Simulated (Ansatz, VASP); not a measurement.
Two plane-wave programs on LiH

File POSCAR:

```
LiH
1.0
    0.0000000000      1.9715250000      2.0325000000
    2.0325000000      0.0000000000      2.0325000000
    2.0325000000      1.9715250000      0.0000000000
Li H
1 1
Direct
    0.0000000000      0.0000000000      0.0000000000
    0.5000000000      0.5000000000      0.5000000000
```

Contents of INCAR.step1:

```
PREC = Accurate
ENCUT = 520
ISMEAR = 0
SIGMA = 0.05
LREAL = F
LASPH = T
NELM = 60
NBANDS = 9
GGA = PE
ALGO = Normal
EDIFF = 1E-4
LWAVE = T
LCHARG = F
```

Contents of INCAR.step2:

```
PREC = Accurate
ENCUT = 520
EDIFF = 1E-7
ISMEAR = 0
SIGMA = 0.05
LREAL = F
LASPH = T
NELM = 60
ALGO = Normal
ISIF = 2
LWAVE = F
LCHARG = F
METAGGA = R2SCAN
LMIXTAU = T
NBANDS = 9
ISTART = 1
```

The input KPOINTS:

```
Automatic mesh
0
Gamma
  10 10 10
```

Input for Ansatz:

```yaml
crystal:
  lattice:
    - [0.0, 1.971525, 2.0325]
    - [2.0325, 0.0, 2.0325]
    - [2.0325, 1.971525, 0.0]
  atoms:
    - { symbol: Li, position: [0.0, 0.0, 0.0] }
    - { symbol: H, position: [0.5, 0.5, 0.5] }
basis:
  ecutwfc: 500
kpoints:
  mp_grid: { grid: [10, 10, 10] }
hamiltonian:
  xc: r2scan
scf:
  occupations: { method: gaussian, width: 0.05 }
output:
  forces: true
  stress: true
  eigenvalues: true
```

Change from the starting cell: strain -0.0300 x Voigt [0, 1, 0, 0, 0, 0], atoms carried along.

Alike in both runs: task single point; functional r2SCAN; k mesh 10 × 10 × 10; occupations gaussian, width 0.05 eV; no spin polarisation.

|  | VASP | Ansatz |
| --- | --- | --- |
| version | VASP 6.6.1 | Ansatz 0.2.0 |
| potentials or method | VASP PAW PBE potentials, release 64 (Li_sv, H), cutoff 520 eV | scalar-relativistic, plane waves, PAW |
| valence electrons in the cell | 4 | 4 |

Ansatz gave:

```
gap on the k mesh at the Fermi level (eV) : 3.34
least direct gap on the mesh (eV)         : 3.58
```

Problem. Estimate VASP's values.

Solution. gap on the k mesh at the Fermi level (eV): 3.30; least direct gap on the mesh (eV): 3.52.

VASP's potentials were made for PBE, not for r2SCAN.

Noted on VASP's run: the cutoff is under 1.25 times that of the potentials, so the pressure is a little rough.
